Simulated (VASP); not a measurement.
Co: single point with PBE exchange alone

The system is Co.

```
CELL_PARAMETERS angstrom
2.50453 0.00000 0.00000
-1.25226 2.16899 0.00000
0.00000 0.00000 4.07406
ATOMIC_POSITIONS crystal
Co 0.66667 0.33333 0.75000
Co 0.33333 0.66667 0.25000
```

- Program: VASP 6.6.1
- Task: single point
- Functional: PBE exchange alone
- Potentials or basis: VASP PAW PBE potentials, release 64 (Co)
- Cutoff: 520 eV
- k mesh: 12 × 12 × 7
- Occupations: fermi-dirac, width 0.05 eV
- Spin: collinear spin, ferromagnetic start
- Starting moments: [2.0, 2.0] μB
- Dipole correction: no
- Further INCAR settings: ALGO = Normal; EDIFF = 1e-06; NBANDS = 20

```json
{
  "Pressure": "22.4 GPa",
  "Net moment": "3.34 μB per cell",
  "Site moments": "Co +1.70 μB",
  "Valence electrons inside the program's atomic spheres": "Co 8.26"
}
```

Stress tensor (GPa, compression positive):
```
23.20  0.00  0.00
 0.00 23.20  0.00
 0.00  0.00 20.92
```

Levels at points of the mesh, in eV from the Fermi level:
Spin up:
| k point | band 9 | band 10 | band 11 | band 12 | band 13 | band 14 |
| --- | --- | --- | --- | --- | --- | --- |
| (0.00, 0.00, 0.00) | -2.14 | -1.09 | -1.09 | -0.02 | 5.96 | 22.11 |
| (0.50, 0.00, 0.00) | -0.89 | -0.80 | 1.20 | 3.14 | 9.49 | 10.03 |
Spin down:
| k point | band 4 | band 5 | band 6 | band 7 | band 8 | band 9 | band 10 | band 11 |
| --- | --- | --- | --- | --- | --- | --- | --- | --- |
| (0.00, 0.00, 0.00) | -0.89 | -0.89 | -0.54 | -0.54 | -0.18 | -0.10 | -0.10 | 1.08 |
| (0.50, 0.00, 0.00) | -1.77 | -1.03 | -0.99 | -0.59 | 1.23 | 1.32 | 1.39 | 2.54 |

Run time: 28 s on 1 thread of Intel(R) Xeon(R) 6975P-C (Granite Rapids), on a shared host, peak memory 0.17 GiB.

Caveat: the cell stands under pressure.
